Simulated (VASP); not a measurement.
# Sr2Ru (P-3m1) in VASP: notebook

Runs on Sr2Ru. Level: PBE. Tasks: single point, relaxation of cell and atoms.

All numbers are computed with VASP 6.6.1; they aren't measurements. Logs are shortened: lines on timing, memory, paths and dates and some standing lists are left out, and cuts for length are marked.

### 1 The cell of the first run

Symmetry: P-3m1, No. 164, trigonal system. Conventional cell: a = 3.858 Å, b = 3.858 Å, c = 8.098 Å, α = 90.00°, β = 90.00°, γ = 120.00°. Within 3.9 Å of Sr (site symmetry 3m) lie 3 Ru at 2.99 Å and 6 Sr at 3.86 Å. Ru (site symmetry -3m) has 6 Sr at 2.99 Å and 6 Ru at 3.86 Å within 3.9 Å.

The cell was built from a structure type or drawn by symmetry, and may not be a known phase.

### 2 Single point, PBE

The input, INCAR:

```
SYSTEM = Sr2Ru
  PREC = Accurate
  ENCUT = 520
  EDIFF = 1E-6
  ISMEAR = 0
  SIGMA = 0.1
  LREAL = .FALSE.
  LASPH = .TRUE.
  NELM = 60
  ALGO = Normal
  ISIF = 2
  LWAVE = .FALSE.
  LCHARG = .FALSE.
  GGA = PE
  NBANDS = 24
```

The input, KPOINTS:

```
regular mesh
0
G
  6 6 2
  0 0 0
```

The input, POSCAR:

```
Sr2Ru
1.0
    3.8582868149     -0.0000000027      0.0000000000
   -1.9291434051      3.3413743982      0.0000000000
    0.0000000000      0.0000000000      8.0978229366
Sr Ru
2 1
Direct
    0.3333333333      0.6666666667      0.2459261670
    0.6666666667      0.3333333333      0.7540738330
    0.0000000000      0.0000000000      0.0000000000
```

Potentials or basis: VASP PAW PBE potentials, release 64 (Sr_sv, Ru_pv).

Launch:

```bash
$ cat potpaw_PBE.64/Sr_sv/POTCAR potpaw_PBE.64/Ru_pv/POTCAR > POTCAR
$ mpirun -np 1 vasp_std > vasp.out
```

OUTCAR:

```text
SYSTEM = Sr2Ru
   PREC = Accurate
   ENCUT = 520
   EDIFF = 1E-6
   ISMEAR = 0
   LREAL = .FALSE.
   LASPH = .TRUE.
   NELM = 60
   ISIF = 2
   GGA = PE

 ion  position               nearest neighbor table
   1  0.333  0.667  0.246-   3 2.99   3 2.99   3 2.99   2 4.56   2 4.56   2 4.56   2 4.68   2 4.68
                             2 4.68
   2  0.667  0.333  0.754-   3 2.99   3 2.99   3 2.99   1 4.56   1 4.56   1 4.56   1 4.68   1 4.68
                             1 4.68
   3  0.000  0.000  0.000-   1 2.99   2 2.99   2 2.99   1 2.99   2 2.99   1 2.99

  LATTYP: Found a hexagonal cell.
 ALAT       =     3.8582868149
 C/A-ratio  =     2.0988131067

  Lattice vectors:

 A1 = (   3.8582868149,  -0.0000000027,   0.0000000000)
 A2 = (  -1.9291434051,   3.3413743982,   0.0000000000)
 A3 = (   0.0000000000,   0.0000000000,   8.0978229366)

Analysis of symmetry for initial positions (statically):
=====================================================================
 Subroutine PRICEL returns:
 Original cell was already a primitive cell.

 Routine SETGRP: Setting up the symmetry group for a
 hexagonal supercell.

 Subroutine GETGRP returns: Found 12 space group operations
 (whereof 12 operations were pure point group operations)
 out of a pool of 24 trial point group operations.

The static configuration has the point symmetry D_3d.

Analysis of symmetry for dynamics (positions and initial velocities):
=====================================================================
 Subroutine PRICEL returns:
 Original cell was already a primitive cell.

 Routine SETGRP: Setting up the symmetry group for a
 hexagonal supercell.

 Subroutine GETGRP returns: Found 12 space group operations
 (whereof 12 operations were pure point group operations)
 out of a pool of 24 trial point group operations.

The dynamic configuration has the point symmetry D_3d.

 Subroutine INISYM returns: Found 12 space group operations
 (whereof 12 operations are pure point group operations),
 and found     1 'primitive' translations

----------------------------------------------------------------------------------------

                                     Primitive cell

  volume of cell :     104.3970

  direct lattice vectors                    reciprocal lattice vectors
     3.858286815 -0.000000003  0.000000000     0.259182391  0.149639023  0.000000000
    -1.929143405  3.341374398  0.000000000     0.000000000  0.299278046  0.000000000
     0.000000000  0.000000000  8.097822937     0.000000000  0.000000000  0.123489981

  length of vectors
     3.858286815  3.858286815  8.097822937     0.299278046  0.299278046  0.123489981

  position of ions in fractional coordinates (direct lattice)
     0.333333333  0.666666667  0.245926167
     0.666666667  0.333333333  0.754073833
     0.000000000  0.000000000  0.000000000

  ion indices of the primitive-cell ions
   primitive index   ion index
                 1           1
                 2           2
                 3           3

----------------------------------------------------------------------------------------

 KPOINTS: regular mesh

Automatic generation of k-mesh.
 Grid dimensions read from file:
 generate k-points for:    6    6    2

 Generating k-lattice:

  Cartesian coordinates                     Fractional coordinates (reciprocal lattice)
     0.043197065  0.024939837  0.000000000     0.166666667  0.000000000  0.000000000
     0.000000000  0.049879674  0.000000000     0.000000000  0.166666667  0.000000000
     0.000000000  0.000000000  0.061744990     0.000000000  0.000000000  0.500000000

  Length of vectors
     0.049879674  0.049879674  0.061744990

  Shift w.r.t. Gamma in fractional coordinates (k-lattice)
     0.000000000  0.000000000  0.000000000

 Subroutine IBZKPT returns following result:
 ===========================================

 Found     14 irreducible k-points:

 Following reciprocal coordinates:
            Coordinates               Weight
  0.000000  0.000000  0.000000      1.000000
  0.166667 -0.000000  0.000000      6.000000
  0.333333  0.000000  0.000000      6.000000
  0.500000  0.000000  0.000000      3.000000
  0.166667  0.166667  0.000000      6.000000
  0.333333  0.166667  0.000000     12.000000
  0.333333  0.333333  0.000000      2.000000
  0.000000  0.000000  0.500000      1.000000
  0.166667 -0.000000  0.500000      6.000000
  0.333333  0.000000  0.500000      6.000000
  0.500000  0.000000  0.500000      3.000000
  0.166667  0.166667  0.500000      6.000000
  0.333333  0.166667  0.500000     12.000000
  0.333333  0.333333  0.500000      2.000000
   k-points           NKPTS =     14   k-points in BZ     NKDIM =     14   number of bands    NBANDS=     24
   number of dos      NEDOS =    301   number of ions     NIONS =      3
   total plane-waves  NPLWV =  54000
   dimension x,y,z NGX =    30 NGY =   30 NGZ =   60
   dimension x,y,z NGXF=    60 NGYF=   60 NGZF=  120
   ions per type =               2   1
   NGX,Y,Z   is equivalent  to a cutoff of  12.93, 12.93, 12.32 a.u.
   NGXF,Y,Z  is equivalent  to a cutoff of  25.85, 25.85, 24.64 a.u.
 SYSTEM =  Sr2Ru
   PREC   = accura    normal or accurate (medium, high low for compatibility)
   ISTART =      0    job   : 0-new  1-cont  2-samecut
   ICHARG =      2    charge: 1-file 2-atom 10-const
   ISPIN  =      1    spin polarized calculation?
   LNONCOLLINEAR =      F non collinear calculations
   LSORBIT =      F    spin-orbit coupling
   LASPH  =      T    aspherical Exc in radial PAW
   ENCUT  =  520.0 eV  38.22 Ry    6.18 a.u.   7.17  7.17 15.06*2*pi/ulx,y,z
   NELM   =     60;   NELMIN=  2; NELMDL= -5     # of ELM steps
   EDIFF  = 0.1E-05   stopping-criterion for ELM
   LREAL  =      F    real-space projection
   EDIFFG = 0.1E-04   stopping-criterion for IOM
   NSW    =      0    number of steps for IOM
   IBRION =     -1    ionic relax: 0-MD 1-quasi-New 2-CG
   NFREE  =      0    steps in history (QN), initial steepest desc. (CG)
   ISIF   =      2    stress and relaxation
   ISYM   =      2    0-nonsym 1-usesym 2-fastsym
   POTIM  = 0.5000    time-step for ionic-motion
   TEBEG  =    0.0;   TEEND  =   0.0 temperature during run
   PSTRESS=    0.0 pullay stress
   NELECT =      34.0000    total number of electrons
   NUPDOWN=      -1.0000    fix difference up-down
   EMIN   =  10.00;   EMAX   =-10.00  energy-range for DOS
   EFERMI =   0.00;   METHOD = LEGACY
   ISMEAR =     0;   SIGMA  =   0.10  broadening in eV -4-tet -1-fermi 0-gaus
   EFERMI_NEDOS =   21; number of points for ismear=-14 and -15
   IALGO  =     38    algorithm
   IMIX   =      4    mixing-type and parameters
     AMIX     =   0.40;   BMIX     =  1.00
     AMIX_MAG =   1.60;   BMIX_MAG =  1.00
  volume/ion in A,a.u.               =      34.80       234.84
  Fermi-wavevector in a.u.,A,eV,Ry     =   1.126346  2.128485 17.261104  1.268655
  Thomas-Fermi vector in A             =   2.263027
   LORBIT       =      0    0 simple, 1 ext, 2 COOP (PROOUT), +10 PAW based schemes
   GGA     = PE    functional components
   LHFCALC =     F    Hartree Fock is set to
   AEXX    =    0.0000 exact exchange contribution
   IVDW    =     0    specifies the selected vdW correction
   LEPSILON=     F    determine dielectric tensor
   LRPA    =     F    only Hartree local field effects (RPA)
 non-spin polarized calculation
 Gauss-broadening in eV      SIGMA  =   0.10
  energy-cutoff  :      520.00
  volume of cell :      104.40
 maximum number of plane-waves:      2826
 NGX is ok and might be reduce to    30
   NGX = 15   NGY = 15   NGZ = 31

 number of electron      33.9999998 magnetization

 Free energy of the ion-electron system (eV)
  ---------------------------------------------------
  ext. energy  EPLUGINS =         0.00000000
  ---------------------------------------------------
  free energy    TOTEN  =       -10.69289349 eV

  energy without entropy =      -10.67606992  energy(sigma->0) =      -10.68448171

 E-fermi :   2.7851     XC(G=0):  -8.6931

 val. band max:        2.7329388865   @ k =   0.3333   0.0000   0.0000
 cond. band min:       2.8928446936   @ k =   0.1667   0.1667   0.0000
 fundamental gap:      0.1599058071
 Fermi energy:         2.7850510179

 k-point     1 :       0.0000    0.0000    0.0000
  band No.  band energies     occupation
      1     -38.4086      2.00000
      2     -38.4086      2.00000
      3     -38.2549      2.00000
      4     -32.3049      2.00000
      5     -32.2932      2.00000
      6     -14.4474      2.00000
[... 16 lines left out ...]
     23       7.4528      0.00000
     24       7.4528      0.00000

 k-point     2 :       0.1667   -0.0000    0.0000
  band No.  band energies     occupation
      1     -38.4126      2.00000
      2     -38.4096      2.00000
      3     -38.2538      2.00000
      4     -32.2942      2.00000
      5     -32.2855      2.00000
      6     -14.4189      2.00000
[... 16 lines left out ...]
     23       6.7333      0.00000
     24       7.2189      0.00000

 k-point     3 :       0.3333    0.0000    0.0000
  band No.  band energies     occupation
      1     -38.4205      2.00000
      2     -38.4115      2.00000
      3     -38.2517      2.00000
      4     -32.2731      2.00000
      5     -32.2697      2.00000
      6     -14.5325      2.00000
[... 16 lines left out ...]
     23       6.7356      0.00000
     24       6.9555      0.00000
[... 244 lines left out ...]
 k-point    13 :       0.3333    0.1667    0.5000
  band No.  band energies     occupation
      1     -38.4225      2.00000
      2     -38.4145      2.00000
      3     -38.2507      2.00000
      4     -32.2633      2.00000
      5     -32.2610      2.00000
      6     -14.5814      2.00000
[... 16 lines left out ...]
     23       6.2090      0.00000
     24       6.4885      0.00000

 k-point    14 :       0.3333    0.3333    0.5000
  band No.  band energies     occupation
      1     -38.4197      2.00000
      2     -38.4197      2.00000
      3     -38.2502      2.00000
      4     -32.2575      2.00000
      5     -32.2575      2.00000
      6     -14.5078      2.00000
[... 16 lines left out ...]
     23       5.5103      0.00000
     24       6.2565      0.00000

------------------------ aborting loop because EDIFF is reached ----------------------------------------

  FORCE on cell =-STRESS in cart. coord.  units (eV):
  Direction    XX          YY          ZZ          XY          YZ          ZX
  --------------------------------------------------------------------------------------
  -------------------------------------------------------------------------------------
  Total       -0.0455073     -0.0455073      0.1228496     -0.0000000      0.0000000     -0.0000000
  in kB       -0.6983994     -0.6983994      1.8853698     -0.0000000      0.0000000     -0.0000000
  external PRESSURE =       0.1628570 kB  Pullay stress =       0.0000000 kB

 VOLUME and BASIS-vectors are now :
 -----------------------------------------------------------------------------
  energy-cutoff  :      520.00
  volume of cell :      104.40
      direct lattice vectors                 reciprocal lattice vectors
     3.858286815 -0.000000003  0.000000000     0.259182391  0.149639023  0.000000000
    -1.929143405  3.341374398  0.000000000     0.000000000  0.299278046  0.000000000
     0.000000000  0.000000000  8.097822937     0.000000000  0.000000000  0.123489981

 POSITION                                       TOTAL-FORCE (eV/Angst)
 -----------------------------------------------------------------------------------
      0.00000      2.22758      1.99147         0.000000     -0.000000      0.026680
      1.92914      1.11379      6.10636        -0.000000      0.000000     -0.026680
      0.00000      0.00000      0.00000        -0.000000     -0.000000      0.000000
 -----------------------------------------------------------------------------------
    total drift:                                0.000000     -0.000000      0.000000

  FREE ENERGIE OF THE ION-ELECTRON SYSTEM (eV)
  ---------------------------------------------------
  free  energy   TOTEN  =       -10.6928934931 eV

  energy  without entropy=      -10.6760699222  energy(sigma->0) =      -10.68448171
```

Run time: 23 s. Hardware: 1 thread of AMD EPYC 9R45 (Zen 5), shared host; peak memory 0.2 GiB.

What came out:

- Free energy: -10.6929 eV
- Pressure: 0.0 GPa
- Largest force: 0.027 eV/Å
- Band gap on the k mesh: zero (bands 17 and 18 overlap by 1.60 eV)

Forces in eV/Å, atoms in the order of the input:
```
Sr   0.000  0.000  0.027
Sr   0.000  0.000 -0.027
Ru   0.000  0.000  0.000
```

Stress tensor (GPa, compression positive):
```
-0.07  0.00  0.00
 0.00 -0.07  0.00
 0.00  0.00  0.19
```

Caveat: the k points lie up to 0.39 Å⁻¹ apart, too coarse for converged energies and pressures of a metal.

(Continued in part 2 of 2.)
